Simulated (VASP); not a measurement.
## Ru: single point with LDA

The system is Ru.

```
CELL_PARAMETERS angstrom
2.67431 0.00000 0.00000
-1.33715 2.31602 0.00000
0.00000 0.00000 4.22605
ATOMIC_POSITIONS crystal
Ru 0.33333 0.66667 0.25000
Ru 0.66667 0.33333 0.75000
```

```
Program                : VASP 6.6.1
Task                   : single point
Functional             : LDA
Potentials or basis    : VASP PAW LDA potentials, release 64 (Ru_pv)
Cutoff                 : 520 eV
k mesh                 : 15 × 15 × 8
Occupations            : gaussian, width 0.1 eV
Spin                   : no spin polarisation
Dipole correction      : no
Further INCAR settings : ALGO = Normal; EDIFF = 1e-06; NBANDS = 21
```

| Quantity | Value |
| --- | --- |
| Pressure | 0.9 GPa |
| Band gap on the k mesh | zero (band 14 reaches 15.05 eV, above the bottom of band 15 at 11.76 eV) |

Levels at points of the mesh, in eV from the Fermi level:
```tsv
k point	band 11	band 12	band 13	band 14	band 15	band 16	band 17	band 18
(0.00, 0.00, 0.00)	-2.56	-2.03	-2.03	-1.48	-1.48	1.27	1.27	1.36
(0.00, 0.00, 0.50)	-2.94	-2.94	-2.83	-2.83	0.60	0.60	0.60	0.60
```

It took 22 s on 1 thread of Intel(R) Xeon(R) 6975P-C (Granite Rapids), with other jobs on the host, peak memory 0.16 GiB.
